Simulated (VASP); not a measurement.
Write the native input for VASP 6.6.1 that does the following.

- Task: single point
- Functional: BLYP
- Potentials or basis: VASP PAW PBE potentials, release 64 (B)
- Cutoff: 520 eV
- k mesh: 21 × 21 × 21
- Occupations: fermi-dirac, width 0.1 eV
- Spin: no spin polarisation
- Dipole correction: no
- Further INCAR settings: ALGO = Normal; EDIFF = 1e-07; NBANDS = 8

The structure of B lies in POSCAR:

```
B
1.0
   -1.1568069318      1.1568069318      1.1568069318
    1.1568069318     -1.1568069318      1.1568069318
    1.1568069318      1.1568069318     -1.1568069318
B
1
Direct
    0.0000000000      0.0000000000      0.0000000000
```

This cell differs from its parent crystal: volume scaled by 0.96.

The input as run:

INCAR

```
SYSTEM = B
  PREC = Accurate
  ENCUT = 520
  EDIFF = 1E-7
  ISMEAR = -1
  SIGMA = 0.1
  LREAL = .FALSE.
  LASPH = .TRUE.
  NELM = 100
  ALGO = Normal
  ISIF = 2
  LWAVE = .FALSE.
  LCHARG = .TRUE.
  GGA = B5
  ALDAX = 1.0
  AGGAX = 1.0
  AGGAC = 1.0
  ALDAC = 0.0
  LELF = .TRUE.
  LVHAR = .TRUE.
  NBANDS = 8
```

KPOINTS

```
Automatic mesh
0
G
  21 21 21
  0 0 0
```

Potentials or basis: VASP PAW PBE potentials, release 64 (B).

Command:

```console
$ cat potpaw_PBE.64/B/POTCAR > POTCAR
$ mpirun -np 1 vasp_std > vasp.out
```

It gave:

```
Pressure : 7.8 GPa
```

Caveat: the PAW data sets were made with another functional, which shifts forces and pressure a little.

Wall time 22 s on 1 thread of AMD EPYC 7R43 64-Core Processor (Zen 3), on a shared host, peak memory 0.08 GiB.
